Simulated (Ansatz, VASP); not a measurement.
## La: VASP beside Ansatz

Contents of INCAR:

```
SYSTEM = La
  PREC = Accurate
  ENCUT = 520
  EDIFF = 1E-6
  ISMEAR = -1
  SIGMA = 0.1
  LREAL = .False.
  LASPH = .True.
  NELM = 100
  ALGO = Normal
  ISIF = 2
  LWAVE = .False.
  LCHARG = .True.
  GGA = B5
  ALDAX = 1.0
  AGGAX = 1.0
  AGGAC = 1.0
  ALDAC = 0.0
  LELF = .True.
  LVHAR = .True.
  NBANDS = 12
```

The input KPOINTS:

```
regular mesh
0
Gamma
  16 16 16
  0 0 0
```

Contents of POSCAR:

```
La
1.0
    0.0000000000      2.6019197916      2.6019197916
    2.6019197916      0.0000000000      2.6019197916
    2.6019197916      2.6019197916      0.0000000000
La
1
Direct
    0.0000000000      0.0000000000      0.0000000000
```

Input for Ansatz:

```yaml
crystal:
  lattice:
    - [0.0, 2.6019197916, 2.6019197916]
    - [2.6019197916, 0.0, 2.6019197916]
    - [2.6019197916, 2.6019197916, 0.0]
  atoms:
    - { symbol: La, position: [0.0, 0.0, 0.0] }
hamiltonian:
  xc: blyp
  pseudopotentials:
    kind: paw
    azcp:
      La: "pseudopotentials/La.paw.azcp"
basis:
  ecutwfc: 420
  fft_grid_basis: typed
kpoints:
  mp_grid: { grid: [16, 16, 16], shift: [0, 0, 0] }
magnetization:
  spin_polarized: false
scf:
  occupations: { method: fermi_dirac, width: 0.1 }
output:
  stress: true
  write_density: true
  write_potential: true
  elf: true
  volumetric_format: npy
```

Alike in both runs: task single point; functional BLYP; k mesh 16 × 16 × 16; occupations fermi-dirac, width 0.1 eV; no spin polarisation.

|  | VASP | Ansatz |
| --- | --- | --- |
| version | VASP 6.6.1 | Ansatz 0.2.0 |
| potentials or method | VASP PAW PBE potentials, release 64 (La), cutoff 520 eV | plane waves (420 eV) with PAW, scalar-relativistic |
| valence electrons in the cell | 11 | 11 |

Ansatz gave:

| Quantity | Value |
| --- | --- |
| pressure (GPa) | 3.7 |

Problem. What did VASP give for the same quantities?

Solution. Pressure (GPa): 3.6.

VASP's potentials were made for PBE, not for BLYP.

Neither program's run includes spin-orbit coupling.
